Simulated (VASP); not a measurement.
# GaAs (gw) (I-4m2) in VASP: a series of runs

The runs below take GaAs (gw) through single point, with PBEsol.

All numbers are computed with VASP 6.6.1; they aren't measurements. Logs are shortened: lines on timing, memory, paths and dates and some standing lists are left out, and cuts for length are marked.

### Step 1. The cell of the first run

The structure is tetragonal, space group I-4m2 (No. 119). The conventional cell has a = 3.857 Å, b = 3.857 Å, c = 5.838 Å, α = 90.00°, β = 90.00°, γ = 90.00°. Within 3.2 Å of Ga (site symmetry -4m2) lie 4 As at 2.42 Å. As (site symmetry -4m2) has 4 Ga at 2.42 Å within 3.2 Å.

### Step 2. Single point, PBEsol

INCAR reads:

```
PREC = Accurate
ENCUT = 500
EDIFF = 1E-6
ISMEAR = 0
SIGMA = 0.01
LREAL = F
LASPH = T
NELM = 120
ALGO = Normal
ISIF = 2
LWAVE = F
LCHARG = F
GGA = PS
NBANDS = 16
GGA_COMPAT = F
```

KPOINTS reads:

```
regular mesh
0
Gamma
  4 4 4
```

POSCAR reads:

```
GaAs
1.0
    0.0000000000      2.7276556504      2.9191593687
    2.7276556504      0.0000000000      2.9191593687
    2.7276556504      2.7276556504      0.0000000000
Ga As
1 1
Direct
    0.0000000000      0.0000000000      0.0000000000
    0.2500000000      0.2500000000      0.2500000000
```

Potentials or basis: VASP PAW PBE potentials, release 64 (Ga_d, As).

The run is started by

```
$ cat potpaw_PBE.64/Ga_d/POTCAR potpaw_PBE.64/As/POTCAR > POTCAR
$ mpirun -np 1 vasp_std > vasp.out
```

OUTCAR:

```text
PREC = Accurate
   ENCUT = 500
   EDIFF = 1E-6
   ISMEAR = 0
   LREAL = F
   LASPH = T
   NELM = 120
   ISIF = 2
   GGA = PS

 ion  position               nearest neighbor table
   1  0.000  0.000  0.000-   2 2.42   2 2.42   2 2.42   2 2.42
   2  0.250  0.250  0.250-   1 2.42   1 2.42   1 2.42   1 2.42

  LATTYP: Found a body centered tetragonal cell.
 ALAT       =     3.8574876143
 C/A-ratio  =     1.5135029120

  Lattice vectors:

 A1 = (  -2.7276556504,   0.0000000000,   2.9191593687)
 A2 = (   2.7276556504,   0.0000000000,   2.9191593687)
 A3 = (   0.0000000000,   2.7276556504,  -2.9191593687)

Analysis of symmetry for initial positions (statically):
=====================================================================
 Subroutine PRICEL returns:
 Original cell was already a primitive cell.

 Routine SETGRP: Setting up the symmetry group for a
 body centered tetragonal supercell.

 Subroutine GETGRP returns: Found  8 space group operations
 (whereof  8 operations were pure point group operations)
 out of a pool of 16 trial point group operations.

The static configuration has the point symmetry D_2d.

Analysis of symmetry for dynamics (positions and initial velocities):
=====================================================================
 Subroutine PRICEL returns:
 Original cell was already a primitive cell.

 Routine SETGRP: Setting up the symmetry group for a
 body centered tetragonal supercell.

 Subroutine GETGRP returns: Found  8 space group operations
 (whereof  8 operations were pure point group operations)
 out of a pool of 16 trial point group operations.

The dynamic configuration has the point symmetry D_2d.

 Subroutine INISYM returns: Found  8 space group operations
 (whereof  8 operations are pure point group operations),
 and found     1 'primitive' translations

----------------------------------------------------------------------------------------

                                     Primitive cell

  volume of cell :      43.4377

  direct lattice vectors                    reciprocal lattice vectors
     0.000000000  2.727655650  2.919159369    -0.183307596  0.183307596  0.171282187
     2.727655650  0.000000000  2.919159369     0.183307596 -0.183307596  0.171282187
     2.727655650  2.727655650  0.000000000     0.183307596  0.183307596 -0.171282187

  length of vectors
[... 67 lines left out ...]
   LASPH  =      T    aspherical Exc in radial PAW
   ENCUT  =  500.0 eV  36.75 Ry    6.06 a.u.   7.28  7.28  7.03*2*pi/ulx,y,z
   NELM   =    120;   NELMIN=  2; NELMDL= -5     # of ELM steps
   EDIFF  = 0.1E-05   stopping-criterion for ELM
   LREAL  =      F    real-space projection
   EDIFFG = 0.1E-04   stopping-criterion for IOM
   NSW    =      0    number of steps for IOM
   IBRION =     -1    ionic relax: 0-MD 1-quasi-New 2-CG
   NFREE  =      0    steps in history (QN), initial steepest desc. (CG)
   ISIF   =      2    stress and relaxation
   ISYM   =      2    0-nonsym 1-usesym 2-fastsym
   POTIM  = 0.5000    time-step for ionic-motion
   TEBEG  =    0.0;   TEEND  =   0.0 temperature during run
   PSTRESS=    0.0 pullay stress
   NELECT =      18.0000    total number of electrons
   NUPDOWN=      -1.0000    fix difference up-down
   EMIN   =  10.00;   EMAX   =-10.00  energy-range for DOS
   EFERMI =   0.00;   METHOD = LEGACY
   ISMEAR =     0;   SIGMA  =   0.01  broadening in eV -4-tet -1-fermi 0-gaus
   EFERMI_NEDOS =   21; number of points for ismear=-14 and -15
   IALGO  =     38    algorithm
   IMIX   =      4    mixing-type and parameters
     AMIX     =   0.40;   BMIX     =  1.00
     AMIX_MAG =   1.60;   BMIX_MAG =  1.00
  volume/ion in A,a.u.               =      21.72       146.57
  Fermi-wavevector in a.u.,A,eV,Ry     =   1.220516  2.306440 20.268035  1.489659
  Thomas-Fermi vector in A             =   2.355730
   LORBIT       =      0    0 simple, 1 ext, 2 COOP (PROOUT), +10 PAW based schemes
   GGA     = PS    functional components
   LHFCALC =     F    Hartree Fock is set to
   AEXX    =    0.0000 exact exchange contribution
   IVDW    =     0    specifies the selected vdW correction
   LEPSILON=     F    determine dielectric tensor
   LRPA    =     F    only Hartree local field effects (RPA)
 non-spin polarized calculation
 Gauss-broadening in eV      SIGMA  =   0.01
  energy-cutoff  :      500.00
  volume of cell :       43.44
 maximum number of plane-waves:      1110
 NGX is ok and might be reduce to    30
   NGX = 15   NGY = 15   NGZ = 15

 number of electron      18.0000003 magnetization

 Free energy of the ion-electron system (eV)
  ---------------------------------------------------
  ext. energy  EPLUGINS =         0.00000000
  ---------------------------------------------------
  free energy    TOTEN  =        -8.85380082 eV

  energy without entropy =       -8.85380082  energy(sigma->0) =       -8.85380082

 E-fermi :   4.4603     XC(G=0):  -9.9318

 val. band max:        4.3825592111   @ k =   0.0000   0.0000   0.0000
 cond. band min:       4.9342597463   @ k =   0.0000   0.0000   0.0000
 fundamental gap:      0.5517005353
 Fermi energy:         4.4602952827

 k-point     1 :       0.0000    0.0000    0.0000
  band No.  band energies     occupation
      1     -10.6905      2.00000
      2     -10.6721      2.00000
      3     -10.6721      2.00000
      4     -10.5950      2.00000
      5     -10.5883      2.00000
      6      -8.8052      2.00000
[... 224 lines left out ...]
      3     -10.6300      2.00000
      4     -10.6109      2.00000
      5     -10.5788      2.00000
      6      -5.9468      2.00000
[... 8 lines left out ...]
     15      17.4992      0.00000
     16      18.3866      0.00000

------------------------ aborting loop because EDIFF is reached ----------------------------------------

  FORCE on cell =-STRESS in cart. coord.  units (eV):
  Direction    XX          YY          ZZ          XY          YZ          ZX
  --------------------------------------------------------------------------------------
  -------------------------------------------------------------------------------------
  Total        1.4240287      1.4240287      0.1019529      0.0000000      0.0000000      0.0000000
  in kB       52.5245602     52.5245602      3.7604799      0.0000000      0.0000000      0.0000000
  external PRESSURE =      36.2698668 kB  Pullay stress =       0.0000000 kB

 VOLUME and BASIS-vectors are now :
 -----------------------------------------------------------------------------
  energy-cutoff  :      500.00
  volume of cell :       43.44
      direct lattice vectors                 reciprocal lattice vectors
     0.000000000  2.727655650  2.919159369    -0.183307596  0.183307596  0.171282187
     2.727655650  0.000000000  2.919159369     0.183307596 -0.183307596  0.171282187
     2.727655650  2.727655650  0.000000000     0.183307596  0.183307596 -0.171282187

 POSITION                                       TOTAL-FORCE (eV/Angst)
 -----------------------------------------------------------------------------------
      0.00000      0.00000      0.00000        -0.000000     -0.000000      0.000000
      1.36383      1.36383      1.45958         0.000000      0.000000     -0.000000
 -----------------------------------------------------------------------------------
    total drift:                                0.000002      0.000002      0.000010

  FREE ENERGIE OF THE ION-ELECTRON SYSTEM (eV)
  ---------------------------------------------------
  free  energy   TOTEN  =        -8.8538008169 eV

  energy  without entropy=       -8.8538008169  energy(sigma->0) =       -8.85380082
```

Run time: 12 s. Hardware: 1 thread of Intel Xeon 6975P-C, shared host; peak memory 0.16 GiB.

What came out:

| Property | Result |
| --- | --- |
| Free energy | -8.8538 eV |
| Pressure | 3.6 GPa |
| Band gap on the k mesh | 0.55 eV, direct |

Stress tensor (GPa, compression positive):
```
5.25 0.00 0.00
0.00 5.25 0.00
0.00 0.00 0.38
```

Levels at points of the mesh, in eV from the valence-band top:
```tsv
k point	band 7	band 8	band 9	band 10	band 11	band 12
(0.00, 0.00, 0.00)	-0.45	0.00	0.00	0.55	3.48	3.48
(0.50, 0.00, 0.00)	-7.07	-1.66	-1.05	0.78	4.28	4.67
(0.50, 0.50, 0.00)	-7.50	-2.67	-2.67	1.41	1.82	10.24
(0.50, 0.00, 0.50)	-7.06	-3.16	-3.12	0.95	1.16	9.81
```

Caveat: the k points lie up to 0.49 Å⁻¹ apart; the PAW data sets were made with another functional, which shifts forces and pressure a little. A k mesh can miss the band edges.

### Step 3. Single point, PBEsol

INCAR reads:

```
SYSTEM = GaAs
ALGO = Normal
EDIFF = 1E-6
ENCUT = 500
GGA = PS
GGA_COMPAT = .FALSE.
ISIF = 2
ISMEAR = 0
LASPH = .TRUE.
LCHARG = .FALSE.
LREAL = .FALSE.
LWAVE = .FALSE.
NBANDS = 16
NELM = 120
PREC = Accurate
SIGMA = 0.01
```

KPOINTS reads:

```
k-points
0
G
  4 4 4
  0 0 0
```

POSCAR is that of step 2.

Potentials or basis: VASP PAW PBE potentials, release 64 (Ga_d, As).

The run is started by

```
$ cat potpaw_PBE.64/Ga_d/POTCAR potpaw_PBE.64/As/POTCAR > POTCAR
$ mpirun -np 1 vasp_std > vasp.out
```

OUTCAR:

```text
SYSTEM = GaAs
   EDIFF = 1E-6
   ENCUT = 500
   GGA = PS
   ISIF = 2
   ISMEAR = 0
   LASPH = .TRUE.
   LREAL = .FALSE.
   NELM = 120
   PREC = Accurate

 ion  position               nearest neighbor table
   1  0.000  0.000  0.000-   2 2.42   2 2.42   2 2.42   2 2.42
   2  0.250  0.250  0.250-   1 2.42   1 2.42   1 2.42   1 2.42

  LATTYP: Found a body centered tetragonal cell.
 ALAT       =     3.8574876143
 C/A-ratio  =     1.5135029120

  Lattice vectors:

 A1 = (  -2.7276556504,   0.0000000000,   2.9191593687)
 A2 = (   2.7276556504,   0.0000000000,   2.9191593687)
 A3 = (   0.0000000000,   2.7276556504,  -2.9191593687)

Analysis of symmetry for initial positions (statically):
=====================================================================
 Subroutine PRICEL returns:
 Original cell was already a primitive cell.

 Routine SETGRP: Setting up the symmetry group for a
 body centered tetragonal supercell.

 Subroutine GETGRP returns: Found  8 space group operations
 (whereof  8 operations were pure point group operations)
 out of a pool of 16 trial point group operations.

The static configuration has the point symmetry D_2d.

Analysis of symmetry for dynamics (positions and initial velocities):
=====================================================================
 Subroutine PRICEL returns:
 Original cell was already a primitive cell.

 Routine SETGRP: Setting up the symmetry group for a
 body centered tetragonal supercell.

 Subroutine GETGRP returns: Found  8 space group operations
 (whereof  8 operations were pure point group operations)
 out of a pool of 16 trial point group operations.

The dynamic configuration has the point symmetry D_2d.

 Subroutine INISYM returns: Found  8 space group operations
 (whereof  8 operations are pure point group operations),
 and found     1 'primitive' translations

----------------------------------------------------------------------------------------

[... 99 lines left out ...]
     AMIX     =   0.40;   BMIX     =  1.00
     AMIX_MAG =   1.60;   BMIX_MAG =  1.00
  volume/ion in A,a.u.               =      21.72       146.57
  Fermi-wavevector in a.u.,A,eV,Ry     =   1.220516  2.306440 20.268035  1.489659
  Thomas-Fermi vector in A             =   2.355730
   LORBIT       =      0    0 simple, 1 ext, 2 COOP (PROOUT), +10 PAW based schemes
   GGA     = PS    functional components
   LHFCALC =     F    Hartree Fock is set to
   AEXX    =    0.0000 exact exchange contribution
   IVDW    =     0    specifies the selected vdW correction
   LEPSILON=     F    determine dielectric tensor
   LRPA    =     F    only Hartree local field effects (RPA)
 non-spin polarized calculation
 Gauss-broadening in eV      SIGMA  =   0.01
  energy-cutoff  :      500.00
  volume of cell :       43.44
 maximum number of plane-waves:      1110
 NGX is ok and might be reduce to    30
   NGX = 15   NGY = 15   NGZ = 15

 number of electron      18.0000003 magnetization

 Free energy of the ion-electron system (eV)
  ---------------------------------------------------
  ext. energy  EPLUGINS =         0.00000000
  ---------------------------------------------------
  free energy    TOTEN  =        -8.85380082 eV

  energy without entropy =       -8.85380082  energy(sigma->0) =       -8.85380082

 E-fermi :   4.4603     XC(G=0):  -9.9318

 val. band max:        4.3825592111   @ k =   0.0000   0.0000   0.0000
 cond. band min:       4.9342597463   @ k =   0.0000   0.0000   0.0000
 fundamental gap:      0.5517005353
 Fermi energy:         4.4602952827

 k-point     1 :       0.0000    0.0000    0.0000
  band No.  band energies     occupation
      1     -10.6905      2.00000
      2     -10.6721      2.00000
      3     -10.6721      2.00000
      4     -10.5950      2.00000
      5     -10.5883      2.00000
      6      -8.8052      2.00000
[... 224 lines left out ...]
      3     -10.6300      2.00000
      4     -10.6109      2.00000
      5     -10.5788      2.00000
      6      -5.9468      2.00000
[... 8 lines left out ...]
     15      17.4992      0.00000
     16      18.3866      0.00000

------------------------ aborting loop because EDIFF is reached ----------------------------------------

  FORCE on cell =-STRESS in cart. coord.  units (eV):
  Direction    XX          YY          ZZ          XY          YZ          ZX
  --------------------------------------------------------------------------------------
  -------------------------------------------------------------------------------------
  Total        1.4240287      1.4240287      0.1019529      0.0000000      0.0000000      0.0000000
  in kB       52.5245602     52.5245602      3.7604799      0.0000000      0.0000000      0.0000000
  external PRESSURE =      36.2698668 kB  Pullay stress =       0.0000000 kB

 VOLUME and BASIS-vectors are now :
 -----------------------------------------------------------------------------
  energy-cutoff  :      500.00
  volume of cell :       43.44
      direct lattice vectors                 reciprocal lattice vectors
     0.000000000  2.727655650  2.919159369    -0.183307596  0.183307596  0.171282187
     2.727655650  0.000000000  2.919159369     0.183307596 -0.183307596  0.171282187
     2.727655650  2.727655650  0.000000000     0.183307596  0.183307596 -0.171282187

 POSITION                                       TOTAL-FORCE (eV/Angst)
 -----------------------------------------------------------------------------------
      0.00000      0.00000      0.00000        -0.000000     -0.000000      0.000000
      1.36383      1.36383      1.45958         0.000000      0.000000     -0.000000
 -----------------------------------------------------------------------------------
    total drift:                                0.000002      0.000002      0.000010

  FREE ENERGIE OF THE ION-ELECTRON SYSTEM (eV)
  ---------------------------------------------------
  free  energy   TOTEN  =        -8.8538008169 eV

  energy  without entropy=       -8.8538008169  energy(sigma->0) =       -8.85380082
```

OSZICAR:

```text
N       E                     dE             d eps       ncg     rms          rms(c)
DAV:   1     0.839231455586E+02    0.83923E+02   -0.87449E+03   416   0.154E+03
DAV:   2    -0.273930501670E+01   -0.86662E+02   -0.83022E+02   480   0.303E+02
DAV:   3    -0.900274685444E+01   -0.62634E+01   -0.62421E+01   520   0.648E+01
DAV:   4    -0.909563730513E+01   -0.92890E-01   -0.92874E-01   512   0.892E+00
DAV:   5    -0.909700702307E+01   -0.13697E-02   -0.13696E-02   544   0.100E+00    0.313E+00
DAV:   6    -0.889515476688E+01    0.20185E+00   -0.25649E-01   616   0.100E+01    0.186E+00
DAV:   7    -0.885512846453E+01    0.40026E-01   -0.77245E-02   600   0.230E+00    0.562E-01
DAV:   8    -0.885348758726E+01    0.16409E-02   -0.11883E-02   520   0.124E+00    0.134E-01
DAV:   9    -0.885372988416E+01   -0.24230E-03   -0.85571E-04   536   0.340E-01    0.441E-02
DAV:  10    -0.885377369959E+01   -0.43815E-04   -0.68415E-05   592   0.945E-02    0.240E-02
DAV:  11    -0.885380093148E+01   -0.27232E-04   -0.31003E-05   480   0.592E-02    0.341E-03
DAV:  12    -0.885380081689E+01    0.11459E-06   -0.12631E-06   424   0.186E-02
   1 F= -.88538008E+01 E0= -.88538008E+01  d E =-.100489E-29
```

Wall time 12 s (1 thread of Intel Xeon 6975P-C, shared host); peak memory 0.16 GiB.

What came out:

```yaml
Free_energy: -8.8538 eV
Pressure: 3.6 GPa
Band_gap_on_the_k_mesh: 0.55 eV, direct
```

Levels at points of the mesh, in eV from the valence-band top:
| k point | band 7 | band 8 | band 9 | band 10 | band 11 | band 12 |
| --- | --- | --- | --- | --- | --- | --- |
| (0.00, 0.00, 0.00) | -0.45 | 0.00 | 0.00 | 0.55 | 3.48 | 3.48 |
| (0.50, 0.00, 0.00) | -7.07 | -1.66 | -1.05 | 0.78 | 4.28 | 4.67 |
| (0.50, 0.50, 0.00) | -7.50 | -2.67 | -2.67 | 1.41 | 1.82 | 10.24 |
| (0.50, 0.00, 0.50) | -7.06 | -3.16 | -3.12 | 0.95 | 1.16 | 9.81 |

Caveat: the k points lie up to 0.49 Å⁻¹ apart; the PAW data sets were made with another functional, which shifts forces and pressure a little.
